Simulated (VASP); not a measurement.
# Au (Pm-3m) in VASP: further runs

Au is run at these levels: PBE; tasks: single point.

Everything below comes from runs of VASP 6.6.1. Logs are shortened: lines on timing, memory, paths and dates and some standing lists are left out, and cuts for length are marked.

## (1) The cell of the first run

It takes space group Pm-3m (No. 221, cubic). Conventional cell: a = 2.784 Å, b = 2.784 Å, c = 2.784 Å, α = 90.00°, β = 90.00°, γ = 90.00°. Au (site symmetry m-3m) has 6 Au at 2.78 Å within 3.7 Å.

This isn't the form of Au at room conditions, which is fcc.

## (2) Single point, PBE (21.58 Å³/atom)

INCAR

```
PREC = Accurate
ENCUT = 520
EDIFF = 1E-6
ISMEAR = -1
SIGMA = 0.1
LREAL = False
LASPH = True
NELM = 80
ALGO = Normal
ISIF = 2
LWAVE = False
LCHARG = False
GGA = PE
NBANDS = 12
```

KPOINTS

```
Automatic mesh
0
Gamma
  13 13 13
```

POSCAR

```
Au
1.0
    2.7841886451      0.0000000000      0.0000000000
    0.0000000000      2.7841886451      0.0000000000
    0.0000000000      0.0000000000      2.7841886451
Au
1
Direct
    0.0000000000      0.0000000000      0.0000000000
```

Potentials or basis: VASP PAW PBE potentials, release 64 (Au).

The run is started by

```bash
> cat potpaw_PBE.64/Au/POTCAR > POTCAR
> mpirun -np 1 vasp_std > vasp.out
```

OUTCAR:

```text
PREC = Accurate
   ENCUT = 520
   EDIFF = 1E-6
   ISMEAR = -1
   LREAL = False
   LASPH = True
   NELM = 80
   ISIF = 2
   GGA = PE

 ion  position               nearest neighbor table
   1  0.000  0.000  0.000-

  LATTYP: Found a simple cubic cell.
 ALAT       =     2.7841886451

  Lattice vectors:

 A1 = (   2.7841886451,   0.0000000000,   0.0000000000)
 A2 = (   0.0000000000,   2.7841886451,   0.0000000000)
 A3 = (   0.0000000000,   0.0000000000,   2.7841886451)

Analysis of symmetry for initial positions (statically):
=====================================================================
 Subroutine PRICEL returns:
 Original cell was already a primitive cell.

 Routine SETGRP: Setting up the symmetry group for a
 simple cubic supercell.

 Subroutine GETGRP returns: Found 48 space group operations
 (whereof 48 operations were pure point group operations)
 out of a pool of 48 trial point group operations.

The static configuration has the point symmetry O_h .

Analysis of symmetry for dynamics (positions and initial velocities):
=====================================================================
 Subroutine PRICEL returns:
 Original cell was already a primitive cell.

 Routine SETGRP: Setting up the symmetry group for a
 simple cubic supercell.

 Subroutine GETGRP returns: Found 48 space group operations
 (whereof 48 operations were pure point group operations)
 out of a pool of 48 trial point group operations.

The dynamic configuration has the point symmetry O_h .

 Subroutine INISYM returns: Found 48 space group operations
 (whereof 48 operations are pure point group operations),
 and found     1 'primitive' translations

----------------------------------------------------------------------------------------

                                     Primitive cell

  volume of cell :      21.5822

  direct lattice vectors                    reciprocal lattice vectors
     2.784188645  0.000000000  0.000000000     0.359171065  0.000000000  0.000000000
     0.000000000  2.784188645  0.000000000     0.000000000  0.359171065  0.000000000
     0.000000000  0.000000000  2.784188645     0.000000000  0.000000000  0.359171065

  length of vectors
     2.784188645  2.784188645  2.784188645     0.359171065  0.359171065  0.359171065

  position of ions in fractional coordinates (direct lattice)
     0.000000000  0.000000000  0.000000000

  ion indices of the primitive-cell ions
[... 80 lines left out ...]
   ISIF   =      2    stress and relaxation
   ISYM   =      2    0-nonsym 1-usesym 2-fastsym
   POTIM  = 0.5000    time-step for ionic-motion
   TEBEG  =    0.0;   TEEND  =   0.0 temperature during run
   PSTRESS=    0.0 pullay stress
   NELECT =      11.0000    total number of electrons
   NUPDOWN=      -1.0000    fix difference up-down
   EMIN   =  10.00;   EMAX   =-10.00  energy-range for DOS
   EFERMI =   0.00;   METHOD = LEGACY
   ISMEAR =    -1;   SIGMA  =   0.10  broadening in eV -4-tet -1-fermi 0-gaus
   EFERMI_NEDOS =   21; number of points for ismear=-14 and -15
   IALGO  =     38    algorithm
   IMIX   =      4    mixing-type and parameters
     AMIX     =   0.40;   BMIX     =  1.00
     AMIX_MAG =   1.60;   BMIX_MAG =  1.00
  volume/ion in A,a.u.               =      21.58       145.64
  Fermi-wavevector in a.u.,A,eV,Ry     =   1.307697  2.471189 23.266928  1.710071
  Thomas-Fermi vector in A             =   2.438414
   LORBIT       =      0    0 simple, 1 ext, 2 COOP (PROOUT), +10 PAW based schemes
   GGA     = PE    functional components
   LHFCALC =     F    Hartree Fock is set to
   AEXX    =    0.0000 exact exchange contribution
   IVDW    =     0    specifies the selected vdW correction
   LEPSILON=     F    determine dielectric tensor
   LRPA    =     F    only Hartree local field effects (RPA)
 non-spin polarized calculation
  energy-cutoff  :      520.00
  volume of cell :       21.58
 maximum number of plane-waves:       595
 NGX is ok and might be reduce to    24
   NGX = 11   NGY = 11   NGZ = 11

 number of electron      10.9999999 magnetization

 Free energy of the ion-electron system (eV)
  ---------------------------------------------------
  ext. energy  EPLUGINS =         0.00000000
  ---------------------------------------------------
  free energy    TOTEN  =        -3.01729255 eV

  energy without entropy =       -3.00764742  energy(sigma->0) =       -3.01246999

 E-fermi :   5.7263     XC(G=0): -11.2052

 val. band max:        5.5841845783   @ k =   0.3846   0.3077   0.0769
 cond. band min:       5.7451330328   @ k =   0.4615   0.0769   0.0769
 fundamental gap:      0.1609484544
 Fermi energy:         5.7263434979

 k-point     1 :       0.0000    0.0000    0.0000
  band No.  band energies     occupation
      1      -1.6585      2.00000
      2       0.4266      2.00000
      3       0.4266      2.00000
      4       4.3245      2.00000
      5       4.3245      2.00000
      6       4.3245      2.00000
      7      19.3942      0.00000
      8      19.3942      0.00000
      9      19.3942      0.00000
     10      24.0145      0.00000
     11      26.4037      0.00000
     12      26.4037      0.00000
[... 331 lines left out ...]
 k-point    24 :       0.3846    0.3077    0.0000
  band No.  band energies     occupation
      1       0.8289      2.00000
      2       1.2350      2.00000
      3       3.2899      2.00000
      4       3.2985      2.00000
      5       3.5738      2.00000
      6       5.4224      1.90865
      7      11.3334      0.00000
      8      15.3158      0.00000
      9      20.3042      0.00000
     10      25.0597      0.00000
     11      26.7691      0.00000
     12      27.8804      0.00000

 [... further k-points ...]

------------------------ aborting loop because EDIFF is reached ----------------------------------------

  FORCE on cell =-STRESS in cart. coord.  units (eV):
  Direction    XX          YY          ZZ          XY          YZ          ZX
  --------------------------------------------------------------------------------------
  -------------------------------------------------------------------------------------
  Total       -0.5188578     -0.5188578     -0.5188578     -0.0000000      0.0000000      0.0000000
  in kB      -38.5179350    -38.5179350    -38.5179350     -0.0000000      0.0000000      0.0000000
  external PRESSURE =     -38.5179350 kB  Pullay stress =       0.0000000 kB

 VOLUME and BASIS-vectors are now :
 -----------------------------------------------------------------------------
  energy-cutoff  :      520.00
  volume of cell :       21.58
      direct lattice vectors                 reciprocal lattice vectors
     2.784188645  0.000000000  0.000000000     0.359171065  0.000000000  0.000000000
     0.000000000  2.784188645  0.000000000     0.000000000  0.359171065  0.000000000
     0.000000000  0.000000000  2.784188645     0.000000000  0.000000000  0.359171065

 POSITION                                       TOTAL-FORCE (eV/Angst)
 -----------------------------------------------------------------------------------
      0.00000      0.00000      0.00000         0.000000      0.000000      0.000000
 -----------------------------------------------------------------------------------
    total drift:                               -0.000000     -0.000000     -0.000000

  FREE ENERGIE OF THE ION-ELECTRON SYSTEM (eV)
  ---------------------------------------------------
  free  energy   TOTEN  =        -3.0172925533 eV

  energy  without entropy=       -3.0076474243  energy(sigma->0) =       -3.01246999
```

stdout:

```text
POSCAR found type information on POSCAR Au
 POSCAR found :  1 types and       1 ions
 scaLAPACK will be used
 LDA part: xc-table for (Slater+PW92), standard interpolation
 POSCAR, INCAR and KPOINTS ok, starting setup
 FFT: planning ... GRIDC
 FFT: planning ... GRID_SOFT
 FFT: planning ... GRID
 WAVECAR not read
 entering main loop
```

It took 13 s on 1 thread of AMD EPYC 7R13 (Zen 3), shared host; peak memory 0.12 GiB.

What came out:

```
Free energy            : -3.0173 eV
Pressure               : -3.9 GPa
Band gap on the k mesh : zero (an odd number of electrons rules out a gap without spin polarisation)
```

Levels at points of the mesh, in eV from the Fermi level:
| k point | band 4 | band 5 | band 6 | band 7 | band 8 | band 9 |
| --- | --- | --- | --- | --- | --- | --- |
| (0.00, 0.00, 0.00) | -1.40 | -1.40 | -1.40 | 13.67 | 13.67 | 13.67 |

Caveat: the cell stands under tension; spin-orbit coupling is left out, which moves the levels of the heavy elements.

## (3) Single point, PBE (22.41 Å³/atom)

This run uses another cell than the first one, of 22.41 Å³/atom.

INCAR

```
PREC = Accurate ; ENCUT = 520
EDIFF = 1E-6 ; ISMEAR = -1
SIGMA = 0.1 ; LREAL = False
LASPH = True ; NELM = 100
ALGO = Normal ; ISIF = 2
LWAVE = False ; LCHARG = False
GGA = PE ; NBANDS = 12
```

KPOINTS is that of step 2.

POSCAR

```
Au
1.0
    2.8194352810      0.0000000000      0.0000000000
    0.0000000000      2.8194352810      0.0000000000
    0.0000000000      0.0000000000      2.8194352810
Au
1
Direct
    0.0000000000      0.0000000000      0.0000000000
```

Potentials or basis: VASP PAW PBE potentials, release 64 (Au).

The run is started by

```bash
> cat potpaw_PBE.64/Au/POTCAR > POTCAR
> mpirun -np 1 vasp_std > vasp.out
```

OUTCAR:

```text
PREC = Accurate
   ENCUT = 520
   EDIFF = 1E-6
   ISMEAR = -1
   LREAL = False
   LASPH = True
   NELM = 100
   ISIF = 2
   GGA = PE

 ion  position               nearest neighbor table
   1  0.000  0.000  0.000-

  LATTYP: Found a simple cubic cell.
 ALAT       =     2.8194352810

  Lattice vectors:

 A1 = (   2.8194352810,   0.0000000000,   0.0000000000)
 A2 = (   0.0000000000,   2.8194352810,   0.0000000000)
 A3 = (   0.0000000000,   0.0000000000,   2.8194352810)

Analysis of symmetry for initial positions (statically):
=====================================================================
 Subroutine PRICEL returns:
 Original cell was already a primitive cell.

 Routine SETGRP: Setting up the symmetry group for a
 simple cubic supercell.

 Subroutine GETGRP returns: Found 48 space group operations
 (whereof 48 operations were pure point group operations)
 out of a pool of 48 trial point group operations.

The static configuration has the point symmetry O_h .

Analysis of symmetry for dynamics (positions and initial velocities):
[... 163 lines left out ...]

 k-point     1 :       0.0000    0.0000    0.0000
  band No.  band energies     occupation
      1      -1.8271      2.00000
      2       0.1983      2.00000
      3       0.1983      2.00000
      4       3.8569      2.00000
      5       3.8569      2.00000
      6       3.8569      2.00000
      7      18.7184      0.00000
      8      18.7184      0.00000
      9      18.7184      0.00000
     10      23.1628      0.00000
     11      25.5107      0.00000
     12      25.5107      0.00000
[... 331 lines left out ...]
 k-point    24 :       0.3846    0.3077    0.0000
  band No.  band energies     occupation
      1       0.5715      2.00000
      2       0.9804      2.00000
      3       2.9007      2.00000
      4       2.9050      2.00000
      5       3.1575      2.00000
      6       4.9874      1.90462
      7      10.7572      0.00000
      8      14.5987      0.00000
      9      19.5757      0.00000
     10      24.3517      0.00000
     11      25.8493      0.00000
     12      27.1020      0.00000

 [... further k-points ...]

------------------------ aborting loop because EDIFF is reached ----------------------------------------

  FORCE on cell =-STRESS in cart. coord.  units (eV):
  Direction    XX          YY          ZZ          XY          YZ          ZX
  --------------------------------------------------------------------------------------
  -------------------------------------------------------------------------------------
  Total       -0.9274420     -0.9274420     -0.9274420      0.0000000      0.0000000     -0.0000000
  in kB      -66.2996075    -66.2996075    -66.2996075      0.0000000      0.0000000     -0.0000000
  external PRESSURE =     -66.2996075 kB  Pullay stress =       0.0000000 kB

 VOLUME and BASIS-vectors are now :
 -----------------------------------------------------------------------------
  energy-cutoff  :      520.00
  volume of cell :       22.41
      direct lattice vectors                 reciprocal lattice vectors
     2.819435281  0.000000000  0.000000000     0.354680956  0.000000000  0.000000000
     0.000000000  2.819435281  0.000000000     0.000000000  0.354680956  0.000000000
     0.000000000  0.000000000  2.819435281     0.000000000  0.000000000  0.354680956

 POSITION                                       TOTAL-FORCE (eV/Angst)
 -----------------------------------------------------------------------------------
      0.00000      0.00000      0.00000         0.000000      0.000000      0.000000
 -----------------------------------------------------------------------------------
    total drift:                               -0.000000     -0.000000      0.000000

  FREE ENERGIE OF THE ION-ELECTRON SYSTEM (eV)
  ---------------------------------------------------
  free  energy   TOTEN  =        -2.9903356781 eV

  energy  without entropy=       -2.9806485904  energy(sigma->0) =       -2.98549213
```

OSZICAR:

```text
N       E                     dE             d eps       ncg     rms          rms(c)
DAV:   1     0.497398408977E+02    0.49740E+02   -0.53343E+03  2072   0.786E+02
DAV:   2    -0.249775174438E+01   -0.52238E+02   -0.48980E+02  2344   0.176E+02
DAV:   3    -0.324439719871E+01   -0.74665E+00   -0.74574E+00  2404   0.207E+01
DAV:   4    -0.324759452357E+01   -0.31973E-02   -0.31971E-02  2308   0.156E+00
DAV:   5    -0.324762659565E+01   -0.32072E-04   -0.32073E-04  2484   0.154E-01    0.526E+00
DAV:   6    -0.299825151226E+01    0.24938E+00   -0.89750E-01  2136   0.705E+00    0.379E+00
DAV:   7    -0.299196177005E+01    0.62897E-02   -0.13806E-02  2408   0.948E-01    0.221E+00
DAV:   8    -0.299032984505E+01    0.16319E-02   -0.11406E-03  2236   0.244E-01    0.908E-02
DAV:   9    -0.299032838202E+01    0.14630E-05   -0.61897E-05  2264   0.590E-02    0.127E-02
DAV:  10    -0.299033572628E+01   -0.73443E-05   -0.57607E-06  2316   0.215E-02    0.951E-04
DAV:  11    -0.299033567811E+01    0.48168E-07   -0.62240E-08  1216   0.172E-03
   1 F= -.29903357E+01 E0= -.29854921E+01  d E =-.968709E-02
```

Wall time 13 s (1 thread of AMD EPYC 7R13 (Zen 3), shared host); peak memory 0.12 GiB.

Results:

* Free energy: -2.9903 eV
* Pressure: -6.6 GPa
* Band gap on the k mesh: zero (an odd number of electrons rules out a gap without spin polarisation)

Caveat: the cell stands under tension; spin-orbit coupling is left out, which moves the levels of the heavy elements.

## (4) Single point, PBE (23.24 Å³/atom)

This run uses another cell than the first one, of 23.24 Å³/atom.

INCAR

```
ALGO = Normal
EDIFF = 1E-6
ENCUT = 520
GGA = PE
ISIF = 2
ISMEAR = -1
LASPH = T
LCHARG = F
LREAL = F
LWAVE = F
NBANDS = 12
NELM = 80
PREC = Accurate
SIGMA = 0.1
```

KPOINTS

```
k-points
0
Gamma
  13 13 13
```

POSCAR

```
Au
1.0
    2.8538220271      0.0000000000      0.0000000000
    0.0000000000      2.8538220271      0.0000000000
    0.0000000000      0.0000000000      2.8538220271
Au
1
Direct
    0.0000000000      0.0000000000      0.0000000000
```

The run is started by

```bash
> cat potpaw_PBE.64/Au/POTCAR > POTCAR
> mpirun -np 1 vasp_std > vasp.out
```

Run time: 14 s. Hardware: 1 thread of AMD EPYC 7R13 (Zen 3), shared host; peak memory 0.12 GiB.

The run converged. Its results:

```yaml
Free_energy: -2.9509 eV
Pressure: -8.7 GPa
Band_gap_on_the_k_mesh: zero (an odd number of electrons rules out a gap without spin polarisation)
```

Levels at points of the mesh, in eV from the Fermi level:
```tsv
k point	band 3	band 4	band 5	band 6	band 7	band 8	band 9	band 10
(0.00, 0.00, 0.00)	-4.90	-1.46	-1.46	-1.46	13.20	13.20	13.20	17.48
```

Caveat: the cell stands under tension; spin-orbit coupling is left out, which moves the levels of the heavy elements.

## (5) Summary

```tsv
cell	gap on the mesh (eV)	pressure (GPa)
a = 2.784 Å, 1 atom	none	-3.9
a = 2.819 Å, 1 atom	none	-6.6
a = 2.854 Å, 1 atom	none	-8.7
```

Alike in all rows: task single point; level PBE; potentials or basis VASP PAW PBE potentials, release 64 (Au); no spin polarisation; k mesh 13 × 13 × 13; cutoff (eV) 520; smearing fermi-dirac 0.1 eV.

Caveats: the cell stands under tension; spin-orbit coupling is left out, which moves the levels of the heavy elements.

Absolute energies hang on the potentials; compare differences alone.
